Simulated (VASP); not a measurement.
Here is a VASP 6.6.1 calculation.

The input INCAR:

```
PREC     = Accurate       # precision mode
ENCUT    = 520            # plane-wave cutoff, eV
EDIFF    = 1E-7           # SCF threshold, eV
ISMEAR   = 0              # smearing method
SIGMA    = 0.1            # smearing width, eV
LREAL    = F              # projectors in reciprocal space
LASPH    = T              # aspherical terms in the spheres
NELM     = 60             # most SCF steps
ALGO     = Normal         # electronic algorithm
ISIF     = 2              # what is computed and relaxed
LWAVE    = F              # write WAVECAR
LCHARG   = F              # write CHGCAR
GGA      = PE             # functional
NBANDS   = 11             # bands
```

File KPOINTS:

```
regular mesh
0
Gamma
  6 6 8
```

The input POSCAR:

```
MgO
1.0
    3.6416115100      0.0000000000      0.0000000000
    0.0000000000      3.6416115100      0.0000000000
    0.0000000000      0.0000000000      2.4136713000
Mg O
1 1
Direct
    0.5000000000      0.5000000000      0.0000000000
    0.0000000000      0.0000000000      0.0000000000
```

Potentials or basis: VASP PAW PBE potentials, release 64 (Mg, O).

The run is started by

```console
$ cat potpaw_PBE.64/Mg/POTCAR potpaw_PBE.64/O/POTCAR > POTCAR
$ mpirun -np 1 vasp_std > vasp.out
```

(1) Estimate the pressure.

(2) Predict the band gap on the k mesh.

Answers

(1) -10.2 GPa.

(2) zero (band 4 reaches 2.59 eV, above the bottom of band 5 at 1.61 eV).
